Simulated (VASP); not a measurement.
# Mo (P6/mmm) in VASP: further runs

The runs below take Mo through single point, with LDA.

Program: VASP 6.6.1. These are calculated values, not measurements. Logs are shortened: lines on timing, memory, paths and dates and some standing lists are left out, and cuts for length are marked.

## (1) The cell of the first run

The structure is hexagonal, space group P6/mmm (No. 191). The conventional cell has a = 2.888 Å, b = 2.888 Å, c = 2.293 Å, α = 90.00°, β = 90.00°, γ = 120.00°. Within 3.0 Å of Mo (site symmetry 6/mmm) lie 8 Mo at 2.29 to 2.89 Å.

This isn't the form of Mo at room conditions, which is bcc.

## (2) Single point, LDA

Contents of INCAR:

```
SYSTEM = Mo
ALGO = Fast
EDIFF = 1E-7
ENCUT = 520
ISIF = 2
ISMEAR = 0
LASPH = .TRUE.
LCHARG = .FALSE.
LREAL = .FALSE.
LWAVE = .FALSE.
NBANDS = 13
NELM = 100
PREC = Accurate
SIGMA = 0.15
```

Contents of KPOINTS:

```
k-points
0
G
  24 24 20
  0 0 0
```

Contents of POSCAR:

```
Mo
1.0
    2.8877885796      0.0000000000      0.0000000000
   -1.4438942898      2.5008982707      0.0000000000
    0.0000000000      0.0000000000      2.2928073694
Mo
1
Direct
    0.0000000000      0.0000000000      0.5000000000
```

Potentials or basis: VASP PAW LDA potentials, release 64 (Mo_sv).

Started as:

```bash
$ cat potpaw_LDA.64/Mo_sv/POTCAR > POTCAR
$ mpirun -np 1 vasp_std > vasp.out
```

OUTCAR:

```text
SYSTEM = Mo
   EDIFF = 1E-7
   ENCUT = 520
   ISIF = 2
   ISMEAR = 0
   LASPH = .TRUE.
   LREAL = .FALSE.
   NELM = 100
   PREC = Accurate

 ion  position               nearest neighbor table
   1  0.000  0.000  0.500-

  LATTYP: Found a hexagonal cell.
 ALAT       =     2.8877885796
 C/A-ratio  =     0.7939664924

  Lattice vectors:

 A1 = (   2.8877885796,   0.0000000000,   0.0000000000)
 A2 = (  -1.4438942898,   2.5008982707,   0.0000000000)
 A3 = (   0.0000000000,   0.0000000000,   2.2928073694)

Analysis of symmetry for initial positions (statically):
=====================================================================
 Subroutine PRICEL returns:
 Original cell was already a primitive cell.

 Routine SETGRP: Setting up the symmetry group for a
 hexagonal supercell.

 Subroutine GETGRP returns: Found 24 space group operations
 (whereof 24 operations were pure point group operations)
 out of a pool of 24 trial point group operations.

The static configuration has the point symmetry D_6h.

Analysis of symmetry for dynamics (positions and initial velocities):
=====================================================================
 Subroutine PRICEL returns:
 Original cell was already a primitive cell.

 Routine SETGRP: Setting up the symmetry group for a
 hexagonal supercell.

 Subroutine GETGRP returns: Found 24 space group operations
 (whereof 24 operations were pure point group operations)
 out of a pool of 24 trial point group operations.

The dynamic configuration has the point symmetry D_6h.

 Subroutine INISYM returns: Found 24 space group operations
 (whereof 24 operations are pure point group operations),
 and found     1 'primitive' translations

----------------------------------------------------------------------------------------

                                     Primitive cell

  volume of cell :      16.5588

  direct lattice vectors                    reciprocal lattice vectors
     2.887788580  0.000000000  0.000000000     0.346285738  0.199928164  0.000000000
    -1.443894290  2.500898271  0.000000000     0.000000000  0.399856328  0.000000000
     0.000000000  0.000000000  2.292807369     0.000000000  0.000000000  0.436146540

  length of vectors
     2.887788580  2.887788580  2.292807369     0.399856328  0.399856328  0.436146540

  position of ions in fractional coordinates (direct lattice)
     0.000000000  0.000000000  0.500000000

  ion indices of the primitive-cell ions
   primitive index   ion index
                 1           1

----------------------------------------------------------------------------------------

 KPOINTS: k-points

Automatic generation of k-mesh.
 Grid dimensions read from file:
 generate k-points for:   24   24   20

 Generating k-lattice:

  Cartesian coordinates                     Fractional coordinates (reciprocal lattice)
     0.014428572  0.008330340  0.000000000     0.041666667  0.000000000  0.000000000
     0.000000000  0.016660680  0.000000000     0.000000000  0.041666667  0.000000000
     0.000000000  0.000000000  0.021807327     0.000000000  0.000000000  0.050000000

  Length of vectors
     0.016660680  0.016660680  0.021807327

  Shift w.r.t. Gamma in fractional coordinates (k-lattice)
     0.000000000  0.000000000  0.000000000

 Subroutine IBZKPT returns following result:
 ===========================================

 Found    671 irreducible k-points:

 Following reciprocal coordinates:
            Coordinates               Weight
  0.000000  0.000000  0.000000      1.000000
  0.041667 -0.000000  0.000000      6.000000
  0.083333  0.000000  0.000000      6.000000
  0.125000  0.000000  0.000000      6.000000
  0.166667 -0.000000  0.000000      6.000000
  0.208333  0.000000  0.000000      6.000000
[... 16 lines left out ...]
  0.416667  0.041667  0.000000     12.000000
  0.458333  0.041667  0.000000     12.000000
 [... further k-points ...]
   k-points           NKPTS =    671   k-points in BZ     NKDIM =    671   number of bands    NBANDS=     13
   number of dos      NEDOS =    301   number of ions     NIONS =      1
   total plane-waves  NPLWV =  10368
   dimension x,y,z NGX =    24 NGY =   24 NGZ =   18
   dimension x,y,z NGXF=    48 NGYF=   48 NGZF=   36
   ions per type =               1
   NGX,Y,Z   is equivalent  to a cutoff of  13.82, 13.82, 13.05 a.u.
   NGXF,Y,Z  is equivalent  to a cutoff of  27.63, 27.63, 26.10 a.u.
 SYSTEM =  Mo
   PREC   = accura    normal or accurate (medium, high low for compatibility)
   ISTART =      0    job   : 0-new  1-cont  2-samecut
   ICHARG =      2    charge: 1-file 2-atom 10-const
   ISPIN  =      1    spin polarized calculation?
   LNONCOLLINEAR =      F non collinear calculations
   LSORBIT =      F    spin-orbit coupling
   LASPH  =      T    aspherical Exc in radial PAW
   ENCUT  =  520.0 eV  38.22 Ry    6.18 a.u.   5.37  5.37  4.26*2*pi/ulx,y,z
   NELM   =    100;   NELMIN=  2; NELMDL= -5     # of ELM steps
   EDIFF  = 0.1E-06   stopping-criterion for ELM
   LREAL  =      F    real-space projection
   EDIFFG = 0.1E-05   stopping-criterion for IOM
   NSW    =      0    number of steps for IOM
   IBRION =     -1    ionic relax: 0-MD 1-quasi-New 2-CG
   NFREE  =      0    steps in history (QN), initial steepest desc. (CG)
   ISIF   =      2    stress and relaxation
   ISYM   =      2    0-nonsym 1-usesym 2-fastsym
   POTIM  = 0.5000    time-step for ionic-motion
   TEBEG  =    0.0;   TEEND  =   0.0 temperature during run
   PSTRESS=    0.0 pullay stress
   NELECT =      14.0000    total number of electrons
   NUPDOWN=      -1.0000    fix difference up-down
   EMIN   =  10.00;   EMAX   =-10.00  energy-range for DOS
   EFERMI =   0.00;   METHOD = LEGACY
   ISMEAR =     0;   SIGMA  =   0.15  broadening in eV -4-tet -1-fermi 0-gaus
   EFERMI_NEDOS =   21; number of points for ismear=-14 and -15
   IALGO  =     68    algorithm
   IMIX   =      4    mixing-type and parameters
     AMIX     =   0.40;   BMIX     =  1.00
     AMIX_MAG =   1.60;   BMIX_MAG =  1.00
  volume/ion in A,a.u.               =      16.56       111.74
  Fermi-wavevector in a.u.,A,eV,Ry     =   1.548013  2.925320 32.604229  2.396343
  Thomas-Fermi vector in A             =   2.653024
   LORBIT       =      0    0 simple, 1 ext, 2 COOP (PROOUT), +10 PAW based schemes
   GGA     = CA    functional components
   LHFCALC =     F    Hartree Fock is set to
   AEXX    =    0.0000 exact exchange contribution
   IVDW    =     0    specifies the selected vdW correction
   LEPSILON=     F    determine dielectric tensor
   LRPA    =     F    only Hartree local field effects (RPA)
 non-spin polarized calculation
 RMM-DIIS sequential band-by-band and
 Gauss-broadening in eV      SIGMA  =   0.15
  energy-cutoff  :      520.00
  volume of cell :       16.56
 maximum number of plane-waves:       464
 NGX is ok and might be reduce to    24

 number of electron      13.9999997 magnetization

 Free energy of the ion-electron system (eV)
  ---------------------------------------------------
  ext. energy  EPLUGINS =         0.00000000
  ---------------------------------------------------
  free energy    TOTEN  =       -11.06245947 eV

  energy without entropy =      -11.05224880  energy(sigma->0) =      -11.05735413

 E-fermi :  11.1831     XC(G=0): -13.1515

 val. band max:       11.1785510436   @ k =   0.0833   0.0833   0.3500
 cond. band min:      11.1889981385   @ k =   0.2500   0.0417   0.3000
 fundamental gap:      0.0104470948
 Fermi energy:        11.1830935742

 k-point     1 :       0.0000    0.0000    0.0000
  band No.  band energies     occupation
      1     -49.4907      2.00000
      2     -23.1402      2.00000
      3     -23.1402      2.00000
      4     -21.7304      2.00000
      5       4.6586      2.00000
      6       6.5743      2.00000
      7      10.0779      2.00000
      8      10.0779      2.00000
      9      16.4597      0.00000
     10      16.4597      0.00000
     11      23.1664      0.00000
     12      30.0693      0.00000
     13      30.0693      0.00000

 k-point     2 :       0.0417   -0.0000    0.0000
  band No.  band energies     occupation
      1     -49.4886      2.00000
      2     -23.1563      2.00000
      3     -23.1438      2.00000
      4     -21.7292      2.00000
      5       4.7232      2.00000
      6       6.5866      2.00000
      7      10.0191      2.00000
      8      10.1307      2.00000
      9      16.4228      0.00000
     10      16.4528      0.00000
     11      23.3042      0.00000
     12      29.8483      0.00000
     13      29.9518      0.00000

 k-point     3 :       0.0833    0.0000    0.0000
  band No.  band energies     occupation
      1     -49.4824      2.00000
      2     -23.2032      2.00000
      3     -23.1545      2.00000
      4     -21.7256      2.00000
      5       4.9127      2.00000
      6       6.6230      2.00000
      7       9.8558      2.00000
      8      10.2882      2.00000
      9      16.3165      0.00000
     10      16.4324      0.00000
     11      23.6980      0.00000
     12      29.2634      0.00000
     13      29.6165      0.00000
[... 305 lines left out ...]
 k-point    23 :       0.4167    0.0417    0.0000
  band No.  band energies     occupation
      1     -49.3695      2.00000
      2     -23.9995      2.00000
      3     -23.3519      2.00000
      4     -21.6600      2.00000
      5       6.6362      2.00000
      6       7.2076      2.00000
      7      11.2639      0.44604
      8      14.4122      0.00000
      9      14.7425      0.00000
     10      16.0610      0.00000
     11      20.1385      0.00000
     12      23.3913      0.00000
     13      30.3024      0.00000

 k-point    24 :       0.4583    0.0417    0.0000
  band No.  band energies     occupation
      1     -49.3653      2.00000
      2     -24.0279      2.00000
      3     -23.3591      2.00000
      4     -21.6576      2.00000
      5       6.5928      2.00000
      6       7.2352      2.00000
      7      11.6005      0.00008
      8      14.6712      0.00000
      9      14.6924      0.00000
     10      16.0478      0.00000
     11      19.6998      0.00000
     12      23.0814      0.00000
     13      30.2207      0.00000

 [... further k-points ...]

------------------------ aborting loop because EDIFF is reached ----------------------------------------

  FORCE on cell =-STRESS in cart. coord.  units (eV):
  Direction    XX          YY          ZZ          XY          YZ          ZX
  --------------------------------------------------------------------------------------
  -------------------------------------------------------------------------------------
  Total       -1.5328588     -1.5328588      3.2243137      0.0000000      0.0000000      0.0000000
  in kB     -148.3145406   -148.3145406    311.9743414      0.0000000      0.0000000      0.0000000
  external PRESSURE =       5.1150868 kB  Pullay stress =       0.0000000 kB

 VOLUME and BASIS-vectors are now :
 -----------------------------------------------------------------------------
  energy-cutoff  :      520.00
  volume of cell :       16.56
      direct lattice vectors                 reciprocal lattice vectors
     2.887788580  0.000000000  0.000000000     0.346285738  0.199928164  0.000000000
    -1.443894290  2.500898271  0.000000000     0.000000000  0.399856328  0.000000000
     0.000000000  0.000000000  2.292807369     0.000000000  0.000000000  0.436146540

 POSITION                                       TOTAL-FORCE (eV/Angst)
 -----------------------------------------------------------------------------------
      0.00000      0.00000      1.14640         0.000000      0.000000      0.000000
 -----------------------------------------------------------------------------------
    total drift:                                0.000000      0.000000      0.000000

  FREE ENERGIE OF THE ION-ELECTRON SYSTEM (eV)
  ---------------------------------------------------
  free  energy   TOTEN  =       -11.0624594662 eV

  energy  without entropy=      -11.0522488017  energy(sigma->0) =      -11.05735413
```

It took 35 s on 1 thread of Intel Xeon 6975P-C (Granite Rapids), shared host; peak memory 0.23 GiB.

Results:

| Item | Value |
| --- | --- |
| Free energy | -11.0625 eV |
| Pressure | 0.5 GPa |
| Band gap on the k mesh | zero (bands 7 and 8 overlap by 1.83 eV) |

Caveat: the stress differs along the axes, from -15 to 31 GPa.

## (3) Single point, LDA

This run uses another cell than the first one, of the same volume but with other edges.

Contents of INCAR:

```
PREC     = Accurate       # precision mode
ENCUT    = 520            # plane-wave cutoff, eV
EDIFF    = 1E-6           # SCF threshold, eV
ISMEAR   = 0              # smearing method
SIGMA    = 0.15           # smearing width, eV
LREAL    = F              # projectors in reciprocal space
LASPH    = T              # aspherical terms in the spheres
NELM     = 60             # most SCF steps
ALGO     = Fast           # electronic algorithm
ISIF     = 2              # what is computed and relaxed
LWAVE    = F              # write WAVECAR
LCHARG   = T              # write CHGCAR
GGA      = CA             # functional
LELF     = T              # ELF
LVHAR    = T            
NBANDS   = 13             # bands
```

Contents of KPOINTS:

```
regular mesh
0
Gamma
  24 24 20
```

Contents of POSCAR:

```
Mo
1.0
    2.5742138411      0.0000000000      0.0000000000
   -1.2871069206      2.2293345812      0.0000000000
    0.0000000000      0.0000000000      2.8854205188
Mo
1
Direct
    0.0000000000      0.0000000000      0.5000000000
```

Potentials or basis: VASP PAW LDA potentials, release 64 (Mo_sv).

Started as:

```bash
$ cat potpaw_LDA.64/Mo_sv/POTCAR > POTCAR
$ mpirun -np 1 vasp_std > vasp.out
```

Run time: 44 s. Hardware: 1 thread of Intel Xeon 6975P-C (Granite Rapids), shared host; peak memory 0.23 GiB.

It converged, with:

- Free energy: -10.9088 eV
- Pressure: 3.1 GPa
- Band gap on the k mesh: zero (bands 7 and 8 overlap by 2.31 eV)

Stress tensor (GPa, compression positive):
```
 15.07   0.00   0.00
  0.00  15.07   0.00
  0.00   0.00 -20.74
```

Levels at points of the mesh, in eV from the Fermi level:
```
           k point  band 3  band 4  band 5  band 6  band 7  band 8  band 9  band 10  band 11  band 12
(0.00, 0.00, 0.00)  -33.75  -33.75   -6.75   -4.35   -0.86   -0.86    3.88     3.88    11.53    14.09
(0.50, 0.00, 0.00)  -34.32  -34.28   -5.45   -1.98   -1.34    2.05    2.77     5.81    11.89    15.14
(0.00, 0.00, 0.50)  -33.71  -33.71   -4.75   -1.17   -0.57   -0.57    2.51     2.51     6.06    15.56
(0.50, 0.00, 0.50)  -34.88  -34.23   -5.20   -4.81    0.93    4.85    5.82     5.90     7.51    15.86
```

Caveat: the stress differs along the axes, from -21 to 15 GPa.

## (4) Single point, LDA

This run uses another cell than the first one, of the same volume but with other edges.

Contents of INCAR:

```
PREC = Accurate
ENCUT = 520
EDIFF = 1E-6
ISMEAR = 0
SIGMA = 0.15
LREAL = F
LASPH = T
NELM = 100
ALGO = Fast
ISIF = 2
LWAVE = F
LCHARG = F
NBANDS = 13
```

KPOINTS is that of step 3.

Contents of POSCAR:

```
Mo
1.0
    2.8126072637      0.0000000000      0.0000000000
   -1.4063036318      2.4357893412      0.0000000000
    0.0000000000      0.0000000000      2.4170195880
Mo
1
Direct
    0.0000000000      0.0000000000      0.5000000000
```

Started as:

```bash
$ cat potpaw_LDA.64/Mo_sv/POTCAR > POTCAR
$ mpirun -np 1 vasp_std > vasp.out
```

Run time: 33 s. Hardware: 1 thread of Intel Xeon 6975P-C (Granite Rapids), shared host; peak memory 0.23 GiB.

Results (log left out):

* Free energy: -11.2124 eV
* Pressure: -6.2 GPa
* Band gap on the k mesh: zero (bands 7 and 8 overlap by 1.80 eV)

Stress tensor (GPa, compression positive):
```
-10.53   0.00   0.00
  0.00 -10.53   0.00
  0.00   0.00   2.41
```

Levels at points of the mesh, in eV from the Fermi level:
```csv
k point,band 3,band 4,band 5,band 6,band 7,band 8,band 9,band 10,band 11,band 12
"(0.00, 0.00, 0.00)",-34.18,-33.51,-6.60,-4.39,-0.93,-0.93,4.65,4.65,12.55,18.17
"(0.50, 0.00, 0.00)",-34.44,-33.40,-4.70,-3.52,0.87,2.26,3.94,4.13,9.38,12.68
"(0.00, 0.00, 0.50)",-33.89,-33.89,-2.98,-0.03,-0.03,0.28,0.28,0.91,12.20,16.53
"(0.50, 0.00, 0.50)",-34.89,-34.13,-5.36,-2.63,-1.14,4.53,6.68,6.98,7.43,16.93
```

Caveat: the stress differs along the axes, from -11 to 2 GPa.

## (5) Summary

| cell | further INCAR settings | gap on the mesh (eV) | pressure (GPa) |
| --- | --- | --- | --- |
| a = 2.888, b = 2.888, c = 2.293 Å, angles 90.0, 90.0, 120.0°, 1 atom | ALGO = Fast; EDIFF = 1e-07; NBANDS = 13 | none | 0.5 |
| a = 2.574, b = 2.574, c = 2.885 Å, angles 90.0, 90.0, 120.0°, 1 atom | ALGO = Fast; EDIFF = 1e-06; NBANDS = 13 | none | 3.1 |
| a = 2.813, b = 2.813, c = 2.417 Å, angles 90.0, 90.0, 120.0°, 1 atom | ALGO = Fast; EDIFF = 1e-06; NBANDS = 13 | none | -6.2 |

Alike in all rows: task single point; level LDA; potentials or basis VASP PAW LDA potentials, release 64 (Mo_sv); no spin polarisation; k mesh 24 × 24 × 20; cutoff (eV) 520; smearing gaussian 0.15 eV.

Caveats: the stress differs along the axes, from -15 to 31 GPa (at least some runs); the stress differs along the axes, from -21 to 15 GPa (at least some runs); the stress differs along the axes, from -11 to 2 GPa (at least some runs).

Total energies depend on the potentials used, so only differences within one code and one set of settings carry meaning.
